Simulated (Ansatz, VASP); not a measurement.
**Cs4Zn: VASP beside Ansatz**

Contents of INCAR:

```
ALGO = Fast
EDIFF = 1E-7
ENCUT = 520
GGA = PE
ISIF = 2
ISMEAR = 0
LASPH = T
LCHARG = T
LELF = T
LREAL = F
LVHAR = T
LWAVE = F
NBANDS = 32
NELM = 60
PREC = Accurate
SIGMA = 0.1
```

File KPOINTS:

```
k-points
0
Gamma
  6 6 6
```

File POSCAR:

```
Cs4Zn
1.0
    7.8500185944      0.0000000000      0.0000000000
    0.0000000000      7.8500185944      0.0000000000
    0.0000000000      0.0000000000      7.8500185944
Cs Zn
4 1
Direct
    0.5000000000      0.0000000000      0.0000000000
    0.0000000000      0.5000000000      0.0000000000
    0.0000000000      0.0000000000      0.5000000000
    0.5000000000      0.5000000000      0.5000000000
    0.0000000000      0.0000000000      0.0000000000
```

Input for Ansatz:

```yaml
crystal:
  lattice:
    - [7.8500185944, 0.0, 0.0]
    - [0.0, 7.8500185944, 0.0]
    - [0.0, 0.0, 7.8500185944]
  atoms:
    - { symbol: Cs, position: [0.5, 0.0, 0.0] }
    - { symbol: Cs, position: [0.0, 0.5, 0.0] }
    - { symbol: Cs, position: [0.0, 0.0, 0.5] }
    - { symbol: Cs, position: [0.5, 0.5, 0.5] }
    - { symbol: Zn, position: [0.0, 0.0, 0.0] }
basis:
  ecutwfc: 420
kpoints:
  mp_grid: { grid: [6, 6, 6] }
hamiltonian:
  xc: pbe
scf:
  occupations: { method: gaussian, width: 0.1 }
output:
  forces: true
  stress: true
  eigenvalues: true
  write_density: true
  write_potential: true
  elf: true
  volumetric_format: npy
```

Alike in both runs: task single point; functional PBE; k mesh 6 × 6 × 6; occupations gaussian, width 0.1 eV; no spin polarisation.

|  | VASP | Ansatz |
| --- | --- | --- |
| version | VASP 6.6.1 | Ansatz 0.2.0 |
| potentials or method | VASP PAW PBE potentials, release 64 (Cs_sv, Zn), cutoff 520 eV | scalar-relativistic, plane waves, PAW |
| valence electrons in the cell | 48 | 48 |

```tsv
	VASP	Ansatz	Ansatz less VASP
gap on the k mesh at the Fermi level (eV)	none	none	-
pressure (GPa)	-0.1	-0.1	0.00
```

A gap of «none» marks a metal or a gap that the smearing closes. With one functional, cell and mesh, what is left measures potentials, basis and numerics.

Spin-orbit coupling is off throughout.
